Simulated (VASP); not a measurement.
A run of VASP 6.6.1 is set up as follows.

File INCAR:

```
SYSTEM = PtSe2
  PREC = Accurate
  ENCUT = 520
  EDIFF = 1E-6
  ISMEAR = -1
  SIGMA = 0.02
  LREAL = .False.
  LASPH = .True.
  NELM = 80
  ALGO = Normal
  ISIF = 2
  LWAVE = .False.
  LCHARG = .False.
  GGA = PE
  NBANDS = 18
```

The input KPOINTS:

```
regular mesh
0
Gamma
  12 12 6
  0 0 0
```

The input POSCAR:

```
PtSe2
1.0
    3.7286503637      0.0000000000      0.0000000000
   -1.8643251819      3.2291059368      0.0000000000
    0.0000000000      0.0000000000      5.2771566385
Pt Se
1 2
Direct
    0.0000000000      0.0000000000      0.0000000000
    0.3333333333      0.6666666667      0.2462188963
    0.6666666667      0.3333333333      0.7537811037
```

Potentials or basis: VASP PAW PBE potentials, release 64 (Pt, Se).

Launch:

```console
$ cat potpaw_PBE.64/Pt/POTCAR potpaw_PBE.64/Se/POTCAR > POTCAR
$ mpirun -np 1 vasp_std > vasp.out
```

Q: Estimate the pressure.

A: 3.8 GPa.

Q: Predict the band gap on the k mesh.

A: Zero (band 11 reaches 6.19 eV, above the bottom of band 12 at 6.03 eV).

Q: What does it give for the largest force?

A: 0.173 eV/Å.

Forces on the atoms (eV/Å):
```
Pt   0.000  0.000  0.000
Se   0.000  0.000  0.173
Se   0.000  0.000 -0.173
```

Caveat: spin-orbit coupling is left out, which moves the levels of the heavy elements.
